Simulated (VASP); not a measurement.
# Ba2C (Fm-3m) in VASP: further runs

Runs on Ba2C. Level: r2SCAN. Tasks: single point.

Everything below comes from runs of VASP 6.6.1. Logs are shortened: lines on timing, memory, paths and dates and some standing lists are left out, and cuts for length are marked.

## 1. The cell of the first run

Symmetry: Fm-3m, No. 225, cubic system. Conventional cell: a = 7.013 Å, b = 7.013 Å, c = 7.013 Å, α = 90.00°, β = 90.00°, γ = 90.00°. C (site symmetry m-3m) has 8 Ba at 3.04 Å within 4.0 Å. Ba (site symmetry -43m) has 4 C at 3.04 Å and 6 Ba at 3.51 Å within 4.0 Å.

## 2. Single point, r2SCAN

Input file POSCAR:

```
Ba2C
1.0
    0.0000000000      3.5066490138      3.5066490138
    3.5066490138      0.0000000000      3.5066490138
    3.5066490138      3.5066490138      0.0000000000
C Ba
1 2
Direct
    0.0000000000      0.0000000000      0.0000000000
    0.2500000000      0.2500000000      0.2500000000
    0.7500000000      0.7500000000      0.7500000000
```

Input file INCAR.step1:

```
ALGO = Normal
EDIFF = 1E-4
ENCUT = 520
GGA = PE
ISMEAR = -1
LASPH = True
LCHARG = False
LREAL = False
LWAVE = True
NBANDS = 19
NELM = 100
PREC = Accurate
SIGMA = 0.02
```

Input file INCAR.step2:

```
ALGO = Normal
EDIFF = 1E-7
ENCUT = 520
ISIF = 2
ISMEAR = -1
ISTART = 1
LASPH = True
LCHARG = False
LMIXTAU = True
LREAL = False
LWAVE = False
METAGGA = R2SCAN
NBANDS = 19
NELM = 100
PREC = Accurate
SIGMA = 0.02
```

Input file KPOINTS:

```
k-points
0
Gamma
  6 6 6
```

Potentials or basis: VASP PAW PBE potentials, release 64 (C, Ba_sv).

Started as:

```
> cat potpaw_PBE.64/C/POTCAR potpaw_PBE.64/Ba_sv/POTCAR > POTCAR
> cp INCAR.step1 INCAR
> mpirun -np 1 vasp_std > vasp.out
> cp INCAR.step2 INCAR
> mpirun -np 1 vasp_std > vasp.out
```

OUTCAR:

```text
EDIFF = 1E-7
   ENCUT = 520
   ISIF = 2
   ISMEAR = -1
   ISTART = 1
   LASPH = True
   LREAL = False
   METAGGA = R2SCAN
   NELM = 100
   PREC = Accurate

 ion  position               nearest neighbor table
   1  0.000  0.000  0.000-   3 3.04   3 3.04   3 3.04   2 3.04   3 3.04   2 3.04   2 3.04   2 3.04

   2  0.250  0.250  0.250-   1 3.04   1 3.04   1 3.04   1 3.04   3 3.51   3 3.51   3 3.51   3 3.51
                             3 3.51   3 3.51
   3  0.750  0.750  0.750-   1 3.04   1 3.04   1 3.04   1 3.04   2 3.51   2 3.51   2 3.51   2 3.51
                             2 3.51   2 3.51

  LATTYP: Found a face centered cubic cell.
 ALAT       =     7.0132980276

  Lattice vectors:

 A1 = (   0.0000000000,   3.5066490138,   3.5066490138)
 A2 = (   3.5066490138,   0.0000000000,   3.5066490138)
 A3 = (   3.5066490138,   3.5066490138,   0.0000000000)

Analysis of symmetry for initial positions (statically):
=====================================================================
 Subroutine PRICEL returns:
 Original cell was already a primitive cell.

 Routine SETGRP: Setting up the symmetry group for a
 face centered cubic supercell.

 Subroutine GETGRP returns: Found 48 space group operations
 (whereof 48 operations were pure point group operations)
 out of a pool of 48 trial point group operations.

The static configuration has the point symmetry O_h .

Analysis of symmetry for dynamics (positions and initial velocities):
=====================================================================
 Subroutine PRICEL returns:
 Original cell was already a primitive cell.

 Routine SETGRP: Setting up the symmetry group for a
 face centered cubic supercell.

 Subroutine GETGRP returns: Found 48 space group operations
 (whereof 48 operations were pure point group operations)
 out of a pool of 48 trial point group operations.

The dynamic configuration has the point symmetry O_h .

 Subroutine INISYM returns: Found 48 space group operations
 (whereof 48 operations are pure point group operations),
 and found     1 'primitive' translations

----------------------------------------------------------------------------------------

                                     Primitive cell

  volume of cell :      86.2396

  direct lattice vectors                    reciprocal lattice vectors
     0.000000000  3.506649014  3.506649014    -0.142586269  0.142586269  0.142586269
     3.506649014  0.000000000  3.506649014     0.142586269 -0.142586269  0.142586269
     3.506649014  3.506649014  0.000000000     0.142586269  0.142586269 -0.142586269

  length of vectors
     4.959150594  4.959150594  4.959150594     0.246966663  0.246966663  0.246966663

  position of ions in fractional coordinates (direct lattice)
     0.000000000  0.000000000  0.000000000
     0.250000000  0.250000000  0.250000000
     0.750000000  0.750000000  0.750000000

  ion indices of the primitive-cell ions
   primitive index   ion index
                 1           1
                 2           2
                 3           3

----------------------------------------------------------------------------------------

 KPOINTS: k-points

Automatic generation of k-mesh.
 Grid dimensions read from file:
 generate k-points for:    6    6    6

 Generating k-lattice:

  Cartesian coordinates                     Fractional coordinates (reciprocal lattice)
    -0.023764378  0.023764378  0.023764378     0.166666667  0.000000000  0.000000000
     0.023764378 -0.023764378  0.023764378     0.000000000  0.166666667  0.000000000
     0.023764378  0.023764378 -0.023764378     0.000000000  0.000000000  0.166666667

  Length of vectors
     0.041161110  0.041161110  0.041161110

  Shift w.r.t. Gamma in fractional coordinates (k-lattice)
     0.000000000  0.000000000  0.000000000

 Subroutine IBZKPT returns following result:
 ===========================================

 Found     16 irreducible k-points:

 Following reciprocal coordinates:
            Coordinates               Weight
  0.000000  0.000000  0.000000      1.000000
  0.166667  0.000000  0.000000      8.000000
  0.333333  0.000000  0.000000      8.000000
  0.500000  0.000000  0.000000      4.000000
  0.166667  0.166667  0.000000      6.000000
  0.333333  0.166667  0.000000     24.000000
[... 8 lines left out ...]
 -0.333333  0.333333  0.166667     24.000000
 -0.333333  0.500000  0.166667     12.000000
   k-points           NKPTS =     16   k-points in BZ     NKDIM =     16   number of bands    NBANDS=     19
   number of dos      NEDOS =    301   number of ions     NIONS =      3
   total plane-waves  NPLWV =  64000
   dimension x,y,z NGX =    40 NGY =   40 NGZ =   40
   dimension x,y,z NGXF=    80 NGYF=   80 NGZF=   80
   ions per type =               1   2
   NGX,Y,Z   is equivalent  to a cutoff of  13.41, 13.41, 13.41 a.u.
   NGXF,Y,Z  is equivalent  to a cutoff of  26.82, 26.82, 26.82 a.u.
 SYSTEM =  unknown system
   PREC   = accura    normal or accurate (medium, high low for compatibility)
   ISTART =      1    job   : 0-new  1-cont  2-samecut
   ICHARG =      0    charge: 1-file 2-atom 10-const
   ISPIN  =      1    spin polarized calculation?
   LNONCOLLINEAR =      F non collinear calculations
   LSORBIT =      F    spin-orbit coupling
   LASPH  =      T    aspherical Exc in radial PAW
   ENCUT  =  520.0 eV  38.22 Ry    6.18 a.u.   9.22  9.22  9.22*2*pi/ulx,y,z
   NELM   =    100;   NELMIN=  2; NELMDL=  0     # of ELM steps
   EDIFF  = 0.1E-06   stopping-criterion for ELM
   LREAL  =      F    real-space projection
   EDIFFG = 0.1E-05   stopping-criterion for IOM
   NSW    =      0    number of steps for IOM
   IBRION =     -1    ionic relax: 0-MD 1-quasi-New 2-CG
   NFREE  =      0    steps in history (QN), initial steepest desc. (CG)
   ISIF   =      2    stress and relaxation
   ISYM   =      2    0-nonsym 1-usesym 2-fastsym
   POTIM  = 0.5000    time-step for ionic-motion
   TEBEG  =    0.0;   TEEND  =   0.0 temperature during run
   PSTRESS=    0.0 pullay stress
   NELECT =      24.0000    total number of electrons
   NUPDOWN=      -1.0000    fix difference up-down
   EMIN   =  10.00;   EMAX   =-10.00  energy-range for DOS
   EFERMI =   0.00;   METHOD = LEGACY
   ISMEAR =    -1;   SIGMA  =   0.02  broadening in eV -4-tet -1-fermi 0-gaus
[... 21 lines left out ...]

 number of electron      23.9999999 magnetization

 Free energy of the ion-electron system (eV)
  ---------------------------------------------------
  ext. energy  EPLUGINS =         0.00000000
  ---------------------------------------------------
  free energy    TOTEN  =       -60.90119180 eV

  energy without entropy =      -60.89979005  energy(sigma->0) =      -60.90049093

 E-fermi :   3.4753     XC(G=0):  -9.7235

 val. band max:        3.3136683255   @ k =   0.5000   0.5000   0.0000
 cond. band min:       3.4921399393   @ k =   0.5000   0.5000   0.0000
 fundamental gap:      0.1784716138
 Fermi energy:         3.4753273874

 k-point     1 :       0.0000    0.0000    0.0000
  band No.  band energies     occupation
      1     -25.9116      2.00000
      2     -25.2489      2.00000
      3     -11.0259      2.00000
      4     -11.0259      2.00000
      5     -11.0259      2.00000
      6      -9.8049      2.00000
[... 11 lines left out ...]
     18       8.2972      0.00000
     19      11.0162      0.00000

 k-point     2 :       0.1667    0.0000    0.0000
  band No.  band energies     occupation
      1     -25.8668      2.00000
      2     -25.2928      2.00000
      3     -10.9962      2.00000
      4     -10.9666      2.00000
      5     -10.9666      2.00000
      6     -10.0026      2.00000
[... 11 lines left out ...]
     18       8.0752      0.00000
     19      10.7964      0.00000

 k-point     3 :       0.3333    0.0000    0.0000
  band No.  band energies     occupation
      1     -25.7446      2.00000
      2     -25.4131      2.00000
      3     -10.9094      2.00000
      4     -10.7909      2.00000
      5     -10.7909      2.00000
      6     -10.3820      2.00000
[... 11 lines left out ...]
     18       7.3881      0.00000
     19       9.5396      0.00000

 k-point     4 :       0.5000    0.0000    0.0000
  band No.  band energies     occupation
      1     -25.5787      2.00000
      2     -25.5781      2.00000
      3     -10.8022      2.00000
      4     -10.6194      2.00000
      5     -10.5302      2.00000
      6     -10.5302      2.00000
[... 11 lines left out ...]
     18       7.6554      0.00000
     19       7.6554      0.00000

 k-point     5 :       0.1667    0.1667    0.0000
  band No.  band energies     occupation
      1     -25.8553      2.00000
      2     -25.3029      2.00000
      3     -11.1103      2.00000
      4     -11.1103      2.00000
      5     -10.6624      2.00000
      6     -10.4066      2.00000
[... 11 lines left out ...]
     18       7.6740      0.00000
     19      10.1836      0.00000

 k-point     6 :       0.3333    0.1667    0.0000
  band No.  band energies     occupation
      1     -25.7685      2.00000
      2     -25.3859      2.00000
      3     -11.1430      2.00000
      4     -11.1072      2.00000
      5     -10.8755      2.00000
      6     -10.3122      2.00000
[... 11 lines left out ...]
     18       8.1985      0.00000
     19       8.3214      0.00000

 k-point     7 :       0.5000    0.1667    0.0000
  band No.  band energies     occupation
      1     -25.6312      2.00000
      2     -25.5208      2.00000
      3     -11.2305      2.00000
      4     -11.0192      2.00000
      5     -10.9414      2.00000
      6     -10.1477      2.00000
[... 11 lines left out ...]
     18       8.3412      0.00000
     19       8.6545      0.00000

 k-point     8 :      -0.3333    0.1667    0.0000
  band No.  band energies     occupation
      1     -25.6725      2.00000
      2     -25.4810      2.00000
      3     -11.3103      2.00000
      4     -10.7971      2.00000
      5     -10.6329      2.00000
      6     -10.4747      2.00000
[... 80 lines left out ...]
 k-point    12 :      -0.3333    0.3333    0.0000
  band No.  band energies     occupation
      1     -25.5731      2.00000
      2     -25.5726      2.00000
      3     -11.6174      2.00000
      4     -11.1181      2.00000
      5     -11.0134      2.00000
      6     -10.0661      2.00000
[... 11 lines left out ...]
     18       7.8906      0.00000
     19       8.6992      0.00000

 k-point    13 :       0.5000    0.5000    0.0000
  band No.  band energies     occupation
      1     -25.6787      2.00000
      2     -25.4588      2.00000
      3     -11.8125      2.00000
      4     -11.3471      2.00000
      5     -11.3471      2.00000
      6      -9.5890      2.00000
[... 11 lines left out ...]
     18       8.1633      0.00000
     19       8.1730      0.00000

 k-point    14 :       0.5000    0.3333    0.1667
  band No.  band energies     occupation
      1     -25.6847      2.00000
      2     -25.4639      2.00000
      3     -11.4175      2.00000
      4     -11.2611      2.00000
      5     -10.8888      2.00000
      6     -10.1665      2.00000
[... 11 lines left out ...]
     18       8.3289      0.00000
     19       8.7752      0.00000

 k-point    15 :      -0.3333    0.3333    0.1667
  band No.  band energies     occupation
      1     -25.5729      2.00000
      2     -25.5728      2.00000
      3     -11.5391      2.00000
      4     -11.3857      2.00000
      5     -10.5535      2.00000
      6     -10.5468      2.00000
[... 11 lines left out ...]
     18       7.9480      0.00000
     19       8.8184      0.00000

 k-point    16 :      -0.3333    0.5000    0.1667
  band No.  band energies     occupation
      1     -25.6254      2.00000
      2     -25.5155      2.00000
      3     -11.7235      2.00000
      4     -11.4528      2.00000
      5     -10.9589      2.00000
      6     -10.0893      2.00000
[... 11 lines left out ...]
     18       7.9289      0.00000
     19       8.7637      0.00000

------------------------ aborting loop because EDIFF is reached ----------------------------------------

  FORCE on cell =-STRESS in cart. coord.  units (eV):
  Direction    XX          YY          ZZ          XY          YZ          ZX
  --------------------------------------------------------------------------------------
  -------------------------------------------------------------------------------------
  Total        0.7244765      0.7244765      0.7244765     -0.0000000     -0.0000000      0.0000000
  in kB       13.4594708     13.4594708     13.4594708     -0.0000000     -0.0000000      0.0000000
  external PRESSURE =      13.4594708 kB  Pullay stress =       0.0000000 kB

 VOLUME and BASIS-vectors are now :
 -----------------------------------------------------------------------------
  energy-cutoff  :      520.00
  volume of cell :       86.24
      direct lattice vectors                 reciprocal lattice vectors
     0.000000000  3.506649014  3.506649014    -0.142586269  0.142586269  0.142586269
     3.506649014  0.000000000  3.506649014     0.142586269 -0.142586269  0.142586269
     3.506649014  3.506649014  0.000000000     0.142586269  0.142586269 -0.142586269

 POSITION                                       TOTAL-FORCE (eV/Angst)
 -----------------------------------------------------------------------------------
      0.00000      0.00000      0.00000        -0.000000      0.000000     -0.000000
      1.75332      1.75332      1.75332        -0.000000     -0.000000     -0.000000
      5.25997      5.25997      5.25997         0.000000      0.000000      0.000000
 -----------------------------------------------------------------------------------
    total drift:                                0.000000     -0.000000      0.000000

  FREE ENERGIE OF THE ION-ELECTRON SYSTEM (eV)
  ---------------------------------------------------
  free  energy   TOTEN  =       -60.9011918018 eV

  energy  without entropy=      -60.8997900514  energy(sigma->0) =      -60.90049093
```

Run time: 93 s. Hardware: 1 thread of Intel Xeon Platinum 8375C at 2.90GHz (Ice Lake), shared host; peak memory 0.26 GiB.

Results:

| Item | Value |
| --- | --- |
| Free energy | -60.9012 eV |
| Pressure | 1.3 GPa |
| Band gap on the k mesh | zero (filled and empty bands touch) |

Caveat: the PAW data sets were made with another functional, which shifts forces and pressure a little; spin-orbit coupling is left out, which moves the levels of the heavy elements.

## 3. Single point, r2SCAN (volume changed by +3%)

Input file POSCAR:

```
Ba2C
1.0
    0.0000000000      3.5413705691      3.5413705691
    3.5413705691      0.0000000000      3.5413705691
    3.5413705691      3.5413705691      0.0000000000
C Ba
1 2
Direct
    0.0000000000      0.0000000000      0.0000000000
    0.2500000000      0.2500000000      0.2500000000
    0.7500000000      0.7500000000      0.7500000000
```

Input file INCAR.step1:

```
PREC = Accurate
ENCUT = 520
ISMEAR = -1
SIGMA = 0.02
LREAL = F
LASPH = T
NELM = 100
NBANDS = 19
GGA = PE
ALGO = Normal
EDIFF = 1E-4
LWAVE = T
LCHARG = F
```

Input file INCAR.step2:

```
PREC = Accurate
ENCUT = 520
EDIFF = 1E-6
ISMEAR = -1
SIGMA = 0.02
LREAL = F
LASPH = T
NELM = 100
ALGO = Normal
ISIF = 2
LWAVE = F
LCHARG = F
METAGGA = R2SCAN
LMIXTAU = T
NBANDS = 19
ISTART = 1
```

Input file KPOINTS:

```
regular mesh
0
Gamma
  6 6 6
```

Potentials or basis: VASP PAW PBE potentials, release 64 (C, Ba_sv).

Started as:

```
> cat potpaw_PBE.64/C/POTCAR potpaw_PBE.64/Ba_sv/POTCAR > POTCAR
> cp INCAR.step1 INCAR
> mpirun -np 1 vasp_std > vasp.out
> cp INCAR.step2 INCAR
> mpirun -np 1 vasp_std > vasp.out
```

Wall time 89 s (1 thread of Intel Xeon Platinum 8375C at 2.90GHz (Ice Lake), shared host); peak memory 0.26 GiB.

It converged, with:

```
Free energy            : -60.9132 eV
Pressure               : 0.2 GPa
Band gap on the k mesh : zero (filled and empty bands touch)
```

Levels at points of the mesh, in eV from the Fermi level:
| k point | band 8 | band 9 | band 10 | band 11 | band 12 | band 13 | band 14 | band 15 | band 16 | band 17 |
| --- | --- | --- | --- | --- | --- | --- | --- | --- | --- | --- |
| (0.00, 0.00, 0.00) | -13.35 | -8.70 | -1.97 | -1.97 | -1.97 | 0.27 | 0.40 | 0.40 | 4.71 | 4.71 |
| (0.50, 0.00, 0.00) | -14.00 | -8.17 | -0.81 | -0.81 | -0.77 | 1.36 | 2.39 | 2.39 | 4.08 | 4.08 |
| (0.50, 0.50, 0.00) | -12.99 | -8.25 | -1.63 | -0.16 | 0.02 | 0.02 | 1.35 | 1.94 | 4.50 | 4.50 |

Caveat: the PAW data sets were made with another functional, which shifts forces and pressure a little; spin-orbit coupling is left out, which moves the levels of the heavy elements.

## 4. Single point, r2SCAN (volume changed by +6%)

Input file POSCAR:

```
Ba2C
1.0
    0.0000000000      3.5754242982      3.5754242982
    3.5754242982      0.0000000000      3.5754242982
    3.5754242982      3.5754242982      0.0000000000
C Ba
1 2
Direct
    0.0000000000      0.0000000000      0.0000000000
    0.2500000000      0.2500000000      0.2500000000
    0.7500000000      0.7500000000      0.7500000000
```

Input file INCAR.step1:

```
SYSTEM = Ba2C
PREC     = Accurate       ! precision mode
ENCUT    = 520            ! plane-wave cutoff, eV
ISMEAR   = -1             ! smearing method
SIGMA    = 0.02           ! smearing width, eV
LREAL    = .False.        ! projectors in reciprocal space
LASPH    = .True.         ! aspherical terms in the spheres
NELM     = 60             ! most SCF steps
NBANDS   = 19             ! bands
GGA      = PE             ! functional
ALGO     = Normal         ! electronic algorithm
EDIFF    = 1E-4           ! SCF threshold, eV
LWAVE    = .True.         ! write WAVECAR
LCHARG   = .False.        ! write CHGCAR
```

Input file INCAR.step2:

```
SYSTEM = Ba2C
PREC     = Accurate       ! precision mode
ENCUT    = 520            ! plane-wave cutoff, eV
EDIFF    = 1E-7           ! SCF threshold, eV
ISMEAR   = -1             ! smearing method
SIGMA    = 0.02           ! smearing width, eV
LREAL    = .False.        ! projectors in reciprocal space
LASPH    = .True.         ! aspherical terms in the spheres
NELM     = 60             ! most SCF steps
ALGO     = Normal         ! electronic algorithm
ISIF     = 2              ! what is computed and relaxed
LWAVE    = .False.        ! write WAVECAR
LCHARG   = .False.        ! write CHGCAR
METAGGA  = R2SCAN         ! meta-GGA
LMIXTAU  = .True.       
NBANDS   = 19             ! bands
ISTART   = 1
```

Input file KPOINTS:

```
regular mesh
0
Gamma
  6 6 6
  0 0 0
```

Started as:

```
> cat potpaw_PBE.64/C/POTCAR potpaw_PBE.64/Ba_sv/POTCAR > POTCAR
> cp INCAR.step1 INCAR
> mpirun -np 1 vasp_std > vasp.out
> cp INCAR.step2 INCAR
> mpirun -np 1 vasp_std > vasp.out
```

Wall time 91 s (1 thread of Intel Xeon Platinum 8375C at 2.90GHz (Ice Lake), shared host); peak memory 0.26 GiB.

It converged, with:

```yaml
Free_energy: -60.9079 eV
Pressure: -0.8 GPa
Band_gap_on_the_k_mesh: zero (filled and empty bands touch)
```

Levels at points of the mesh, in eV from the Fermi level:
```tsv
k point	band 8	band 9	band 10	band 11	band 12	band 13	band 14	band 15	band 16	band 17
(0.00, 0.00, 0.00)	-13.43	-8.66	-1.88	-1.88	-1.88	0.20	0.44	0.44	4.60	4.60
(0.50, 0.00, 0.00)	-14.03	-8.17	-0.81	-0.78	-0.78	1.36	2.35	2.35	3.98	3.98
(0.50, 0.50, 0.00)	-13.09	-8.23	-1.61	-0.15	0.02	0.02	1.35	1.89	4.40	4.40
```

Caveat: the PAW data sets were made with another functional, which shifts forces and pressure a little; spin-orbit coupling is left out, which moves the levels of the heavy elements.

## 5. The runs side by side

```tsv
cell	gap on the mesh (eV)	pressure (GPa)
a = 4.959 Å, angles 60.0°, 3 atoms	none	1.3
a = 5.008 Å, angles 60.0°, 3 atoms	none	0.2
a = 5.056 Å, angles 60.0°, 3 atoms	none	-0.8
```

Alike in all rows: task single point; level r2SCAN; potentials or basis VASP PAW PBE potentials, release 64 (C, Ba_sv); no spin polarisation; k mesh 6 × 6 × 6; cutoff (eV) 520; smearing fermi-dirac 0.02 eV.

Caveats: the PAW data sets were made with another functional, which shifts forces and pressure a little; spin-orbit coupling is left out, which moves the levels of the heavy elements.

Total energies depend on the potentials used, so only differences within one code and one set of settings carry meaning.
